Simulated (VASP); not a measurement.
A run of VASP 6.6.1 is set up as follows.

File INCAR:

```
SYSTEM = Si7Ge
PREC = Accurate
ENCUT = 520
EDIFF = 1E-7
ISMEAR = 0
SIGMA = 0.03
LREAL = Auto
LASPH = .TRUE.
NELM = 100
ALGO = Normal
ISIF = 2
LWAVE = .FALSE.
LCHARG = .TRUE.
GGA = PS
LELF = .TRUE.
LVHAR = .TRUE.
NBANDS = 56
```

Contents of KPOINTS:

```
regular mesh
0
G
  6 6 3
  0 0 0
```

File POSCAR:

```
Si7Ge
1.0
    0.0000000000     -5.4591768537      0.0000000000
    0.0000000000      0.0000000000     -5.4591768537
   10.7683537074      0.0000000000      0.0000000000
Si Ge
14 2
Direct
    0.7474023192      0.7474023192      0.6990526600
    0.7474023192      0.7474023192      0.1920878070
    0.5000000000      0.5000000000      0.5709945139
    0.5000000000      0.5000000000      0.0640296609
    0.5000000000      1.0000000000      0.8244769403
    0.5000000000      1.0000000000      0.3175120874
    1.0000000000      0.5000000000      0.8244769403
    1.0000000000      0.5000000000      0.3175120874
    0.7474023192      0.2525976808      0.9499012207
    0.7474023192      0.2525976808      0.4429363678
    0.2525976808      0.7474023192      0.9499012207
    0.2525976808      0.7474023192      0.4429363678
    0.2525976808      0.2525976808      0.6990526600
    0.2525976808      0.2525976808      0.1920878070
    1.0000000000      1.0000000000      0.5709945139
    1.0000000000      1.0000000000      0.0640296609
```

Potentials or basis: VASP PAW PBE potentials, release 64 (Si, Ge_d).

Command:

```sh
$ cat potpaw_PBE.64/Si/POTCAR potpaw_PBE.64/Ge_d/POTCAR > POTCAR
$ mpirun -np 1 vasp_std > vasp.out
```

Q: What does it give for the pressure?

A: 1.5 GPa.

Q: Predict the largest force.

A: 1.211 eV/Å.

Forces on the atoms (eV/Å):
```
Si  -0.008 -0.006 -0.006
Si   0.148 -0.003 -0.003
Si  -0.001  0.000  0.000
Si   1.211  0.000  0.000
Si  -0.138  0.000  0.000
Si   0.008  0.000  0.000
Si  -0.138  0.000  0.000
Si   0.008  0.000  0.000
Si  -1.179 -0.033  0.033
Si   0.007 -0.004  0.004
Si  -1.179  0.033 -0.033
Si   0.007  0.004 -0.004
Si  -0.008  0.006  0.006
Si   0.148  0.003  0.003
Ge  -0.004  0.000  0.000
Ge   1.120  0.000  0.000
```

Caveat: the cell differs from its parent crystal (the distance across one plane changed); the PAW data sets were made with another functional, which shifts forces and pressure a little.
